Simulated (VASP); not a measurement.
# SnO2 (C2/m) in VASP: further runs, part 2 of 2

VASP 6.6.1.

## (4) Single point, PBE+D3(BJ)

This run uses another cell than the first one, of 12.98 Å³/atom.

Contents of INCAR:

```
SYSTEM = SnO2
  PREC = Accurate
  ENCUT = 520
  EDIFF = 1E-6
  ISMEAR = 0
  SIGMA = 0.05
  LREAL = .False.
  LASPH = .True.
  NELM = 80
  ALGO = Normal
  ISIF = 2
  LWAVE = .False.
  LCHARG = .True.
  GGA = PE
  IVDW = 12
  LELF = .True.
  LVHAR = .True.
  NBANDS = 49
```

Contents of KPOINTS:

```
regular mesh
0
Gamma
  9 9 2
  0 0 0
```

Contents of POSCAR:

```
SnO2
1.0
   -3.2372529198      0.0000000000      0.0000000000
   -1.6186264599     -2.8035432670      0.0000000000
   -1.9423517519     -1.1214173069     12.8754773976
Sn O
3 6
Direct
    0.4666733333      0.4666733333      0.4999833333
    0.9333400000     -0.0666600000      0.1666500000
    0.0000066667      0.0000066667      0.8333166667
    0.5692333259      0.5692333259      0.2435833518
    0.6358999926     -0.3641000074      0.9102500185
    0.1025666593      0.1025666593      0.5769166852
    0.3641133407      0.3641133407      0.7563833148
    0.8307800074     -0.1692199926      0.4230499815
    0.2974466741      0.2974466741      0.0897166482
```

Potentials or basis: VASP PAW PBE potentials, release 64 (Sn_d, O).

Command:

```sh
cat potpaw_PBE.64/Sn_d/POTCAR potpaw_PBE.64/O/POTCAR > POTCAR
mpirun -np 1 vasp_std > vasp.out
```

OUTCAR:

```text
SYSTEM = SnO2
   PREC = Accurate
   ENCUT = 520
   EDIFF = 1E-6
   ISMEAR = 0
   LREAL = .False.
   LASPH = .True.
   NELM = 80
   ISIF = 2
   GGA = PE
   IVDW = 12
 IVDW          = 12

 ion  position               nearest neighbor table
   1  0.467  0.467  0.500-   8 2.12   8 2.12   6 2.12   8 2.12   6 2.12   6 2.12
   2  0.933  0.933  0.167-   9 2.12   4 2.12   9 2.12   4 2.12   9 2.12   4 2.12
   3  0.000  0.000  0.833-   5 2.12   5 2.12   7 2.12   5 2.12   7 2.12   7 2.12
   4  0.569  0.569  0.244-   2 2.12   2 2.12   2 2.12
   5  0.636  0.636  0.910-   3 2.12   3 2.12   3 2.12
   6  0.103  0.103  0.577-   1 2.12   1 2.12   1 2.12
   7  0.364  0.364  0.756-   3 2.12   3 2.12   3 2.12
   8  0.831  0.831  0.423-   1 2.12   1 2.12   1 2.12
   9  0.297  0.297  0.090-   2 2.12   2 2.12   2 2.12

  LATTYP: Found a base centered monoclinic cell.
 ALAT       =     5.6070865340
 B/A-ratio  =     0.5773502692
 C/A-ratio  =     2.3308650591
 COS(beta)  =    -0.1716101061

  Lattice vectors:

 A1 = (   3.2372529198,   0.0000000000,   0.0000000000)
 A2 = (   1.6186264599,   2.8035432670,   0.0000000000)
 A3 = (  -1.9423517519,  -1.1214173069,  12.8754773976)

Analysis of symmetry for initial positions (statically):
=====================================================================
 Subroutine PRICEL returns:
 Original cell was already a primitive cell.

 Routine SETGRP: Setting up the symmetry group for a
 base centered monoclinic supercell.

 Subroutine GETGRP returns: Found  4 space group operations
 (whereof  2 operations were pure point group operations)
 out of a pool of  4 trial point group operations.

The static configuration has the point symmetry C_1h.
 The point group associated with its full space group is C_2h.

Analysis of symmetry for dynamics (positions and initial velocities):
=====================================================================
 Subroutine PRICEL returns:
 Original cell was already a primitive cell.
[... 148 lines left out ...]
   GGA     = PE    functional components
   LHFCALC =     F    Hartree Fock is set to
   AEXX    =    0.0000 exact exchange contribution
   IVDW    =    12    specifies the selected vdW correction
   LEPSILON=     F    determine dielectric tensor
   LRPA    =     F    only Hartree local field effects (RPA)
 non-spin polarized calculation
 Gauss-broadening in eV      SIGMA  =   0.05
  energy-cutoff  :      520.00
  volume of cell :      116.85
 maximum number of plane-waves:      3188
   NGX = 13   NGY = 13   NGZ = 49

 number of electron      77.9999997 magnetization

 Free energy of the ion-electron system (eV)
  ---------------------------------------------------
  ext. energy  EPLUGINS =         0.00000000
  ---------------------------------------------------
  free energy    TOTEN  =       -54.39246344 eV

  energy without entropy =      -54.39246344  energy(sigma->0) =      -54.39246344

 E-fermi :   5.1453     XC(G=0): -10.7356

 val. band max:        4.8991767515   @ k =   0.1111   0.0000   0.0000
 cond. band min:       6.4026655495   @ k =   0.0000   0.0000   0.0000
 fundamental gap:      1.5034887980
 Fermi energy:         5.1452782243

 k-point     1 :       0.0000    0.0000    0.0000
  band No.  band energies     occupation
      1     -15.3979      2.00000
      2     -15.3932      2.00000
      3     -15.3824      2.00000
      4     -15.1450      2.00000
      5     -15.1448      2.00000
      6     -15.1436      2.00000
[... 1237 lines left out ...]
     48      15.4002      0.00000
     49      16.2366      0.00000

 [... further k-points ...]

------------------------ aborting loop because EDIFF is reached ----------------------------------------

 Edisp (eV)   -1.81073

 E8    (eV) :    -0.7203

  FORCE on cell =-STRESS in cart. coord.  units (eV):
  Direction    XX          YY          ZZ          XY          YZ          ZX
  --------------------------------------------------------------------------------------
  -------------------------------------------------------------------------------------
  Total       0.48276     0.31456     1.06656     0.14566     0.11308     0.19586
  in kB       6.61899     4.31287    14.62347     1.99715     1.55040     2.68538
  external pressure =        8.52 kB  Pullay stress =        0.00 kB

 VOLUME and BASIS-vectors are now :
 -----------------------------------------------------------------------------
  energy-cutoff  :      520.00
  volume of cell :      116.85
      direct lattice vectors                 reciprocal lattice vectors
    -3.237252920  0.000000000  0.000000000    -0.308903884  0.178345741 -0.031066809
    -1.618626460 -2.803543267  0.000000000     0.000000000 -0.356691481 -0.031066809
    -1.942351752 -1.121417307 12.875477398     0.000000000  0.000000000  0.077667023

 POSITION                                       TOTAL-FORCE (eV/Angst)
 -----------------------------------------------------------------------------------
     -3.23725     -1.86903      6.43752         0.000000      0.000000      0.000000
     -4.85588     -2.80354      2.14570        -0.022892     -0.013217      0.194190
     -1.61863     -0.93451     10.72935         0.022892      0.013217     -0.194190
     -3.23725     -1.86903      3.13625        -0.001435     -0.000828      0.055251
     -4.85588     -2.80354     11.71990        -0.131055     -0.075665      0.025665
     -1.61863     -0.93451      7.42808        -0.000065     -0.000038      0.056575
     -3.23725     -1.86903      9.73880         0.001435      0.000828     -0.055251
     -4.85588     -2.80354      5.44697         0.000065      0.000038     -0.056575
     -1.61863     -0.93451      1.15514         0.131055      0.075665     -0.025665
 -----------------------------------------------------------------------------------
    total drift:                               -0.000021     -0.000012      0.000029

  FREE ENERGIE OF THE ION-ELECTRON SYSTEM (eV)
  ---------------------------------------------------
  free  energy   TOTEN  =       -56.2031974584 eV

  energy  without entropy=      -56.2031974584  energy(sigma->0) =      -56.20319746
```

stdout:

```text
POSCAR found type information on POSCAR SnO
 POSCAR found :  2 types and       9 ions
 scaLAPACK will be used
 LDA part: xc-table for (Slater+PW92), standard interpolation
 POSCAR, INCAR and KPOINTS ok, starting setup
 FFT: planning ... GRIDC
 FFT: planning ... GRID_SOFT
 FFT: planning ... GRID
 WAVECAR not read
 entering main loop
```

Wall time 1.8 min (1 thread of Intel Xeon 6975P-C (Granite Rapids), shared host); peak memory 0.36 GiB.

What came out:

```
Free energy                : -56.2032 eV
Pressure                   : 0.9 GPa
Largest force              : 0.196 eV/Å
Band gap on the k mesh     : 1.50 eV
Dispersion energy per atom : -0.201 eV
```

Forces on the atoms (eV/Å):
```
Sn   0.000  0.000  0.000
Sn  -0.023 -0.013  0.194
Sn   0.023  0.013 -0.194
O   -0.001 -0.001  0.055
O   -0.131 -0.076  0.026
O    0.000  0.000  0.057
O    0.001  0.001 -0.055
O    0.000  0.000 -0.057
O    0.131  0.076 -0.026
```

Stress tensor (GPa, compression positive):
```
0.66 0.20 0.27
0.20 0.43 0.16
0.27 0.16 1.46
```

Caveat: spin-orbit coupling is left out, which moves the levels of the heavy elements.

## (5) Single point, PBE+D3(BJ)

This run uses another cell than the first one, of 12.98 Å³/atom.

Contents of INCAR:

```
SYSTEM = SnO2
PREC = Accurate
ENCUT = 520
EDIFF = 1E-7
ISMEAR = 0
SIGMA = 0.05
LREAL = .False.
LASPH = .True.
NELM = 80
ALGO = Normal
ISIF = 2
LWAVE = .False.
LCHARG = .False.
GGA = PE
IVDW = 12
NBANDS = 49
```

Contents of KPOINTS:

```
Automatic mesh
0
Gamma
  9 9 2
  0 0 0
```

Contents of POSCAR:

```
SnO2
1.0
   -3.2372529198      0.0000000000      0.0000000000
   -1.6186264599     -2.8035432670      0.0000000000
   -4.3702914417     -2.5231889404     12.8754773976
Sn O
3 6
Direct
    0.2166816667      0.2166816667      0.4999833333
    0.8500150000     -0.1499850000      0.1666500000
   -0.4166516667     -0.4166516667      0.8333166667
    0.4474416500      0.4474416500      0.2435833518
    0.1807749833     -0.8192250166      0.9102500185
   -0.1858916833     -0.1858916833      0.5769166852
   -0.0140783167     -0.0140783167      0.7563833148
    0.6192550166     -0.3807449833      0.4230499815
    0.2525883500      0.2525883500      0.0897166482
```

Command:

```sh
cat potpaw_PBE.64/Sn_d/POTCAR potpaw_PBE.64/O/POTCAR > POTCAR
mpirun -np 1 vasp_std > vasp.out
```

It took 2 min on 1 thread of Intel Xeon 6975P-C (Granite Rapids), shared host; peak memory 0.37 GiB.

Results (log left out):

| Quantity | Value |
| --- | --- |
| Free energy | -56.2276 eV |
| Pressure | 0.9 GPa |
| Largest force | 0.253 eV/Å |
| Band gap on the k mesh | 1.50 eV (least direct gap 1.51 eV) |
| Dispersion energy per atom | -0.201 eV |

Forces in eV/Å, atoms in the order of the input:
```
Sn   0.000  0.000  0.000
Sn  -0.020 -0.011  0.092
Sn   0.020  0.011 -0.092
O   -0.015 -0.009  0.055
O    0.211  0.122 -0.071
O    0.000  0.000  0.057
O    0.015  0.009 -0.055
O    0.000  0.000 -0.057
O   -0.211 -0.122  0.071
```

Stress tensor (GPa, compression positive):
```
 1.01  0.38 -0.92
 0.38  0.56 -0.53
-0.92 -0.53  1.17
```

Levels at points of the mesh, in eV from the valence-band top:
| k point | band 35 | band 36 | band 37 | band 38 | band 39 | band 40 | band 41 | band 42 | band 43 | band 44 |
| --- | --- | --- | --- | --- | --- | --- | --- | --- | --- | --- |
| (0.00, 0.00, 0.00) | -1.21 | -1.15 | -1.14 | -1.13 | -0.01 | 1.50 | 3.04 | 3.04 | 5.43 | 5.54 |
| (0.00, 0.00, 0.50) | -1.19 | -1.15 | -1.12 | -0.66 | -0.60 | 2.14 | 2.16 | 3.43 | 5.45 | 5.55 |

Caveat: spin-orbit coupling is left out, which moves the levels of the heavy elements.

## (6) Overview

```tsv
cell	gap on the mesh (eV)	pressure (GPa)	largest force (eV/Å)
a = 3.237, b = 3.237, c = 16.032 Å, angles 79.5, 79.5, 60.0°, 9 atoms	1.93	0.4	0.25
a = 3.237, b = 3.237, c = 15.686 Å, angles 88.2, 88.2, 60.0°, 9 atoms	1.93	0.4	0.25
a = 3.237, b = 3.237, c = 13.069 Å, angles 81.5, 81.5, 60.0°, 9 atoms	1.50	0.9	0.20
a = 3.237, b = 3.237, c = 13.829 Å, angles 71.6, 71.6, 60.0°, 9 atoms	1.50	0.9	0.25
```

Alike in all rows: task single point; level PBE+D3(BJ); potentials or basis VASP PAW PBE potentials, release 64 (Sn_d, O); no spin polarisation; k mesh 9 × 9 × 2; cutoff (eV) 520; smearing gaussian 0.05 eV.

Caveats: spin-orbit coupling is left out, which moves the levels of the heavy elements; an odd mesh through Γ misses points on the zone boundary, where band edges can lie (at least some runs).

Total energies depend on the potentials used, so only differences within one code and one set of settings carry meaning.
